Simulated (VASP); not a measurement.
Runs of VASP 6.6.1 on Ta. The structure is that of space group Fm-3m (No. 225), or close to it. The cells are those of the table. This isn't the form of Ta at room conditions, which is bcc.

```tsv
task	cell	gap on the mesh (eV)	pressure (GPa)
single point	a = 2.833 Å, angles 60.0°, 1 atom	none	40.3
relaxation of cell and atoms	relaxed to 40 GPa from a = 2.942 Å, angles 60.0°, 1 atom	none	40.0
single point	a = 2.987 Å, angles 60.0°, 1 atom	none	0.0
relaxation of cell and atoms	relaxed to 60 GPa from a = 2.942 Å, angles 60.0°, 1 atom	none	60.0
single point	a = 2.781 Å, angles 60.0°, 1 atom	none	(a)
```

Alike in all rows: level PBE; potentials or basis VASP PAW PBE potentials, release 64 (Ta_pv); no spin polarisation; k mesh 19 × 19 × 19; cutoff (eV) 500; smearing fermi-dirac 0.05 eV.

Q: Fill in the values left out.

A: (a) 60.6.

Caveats: spin-orbit coupling is left out, which moves the levels of the heavy elements; the cell stands under pressure (at least some runs); the cell is relaxed towards a set pressure, so the run minimises the enthalpy, not the energy (at least some runs).

A k mesh can miss the band edges, and the runs leave out spin-orbit coupling on Ta.

A gap of «none» marks levels without a gap at the run's occupations.
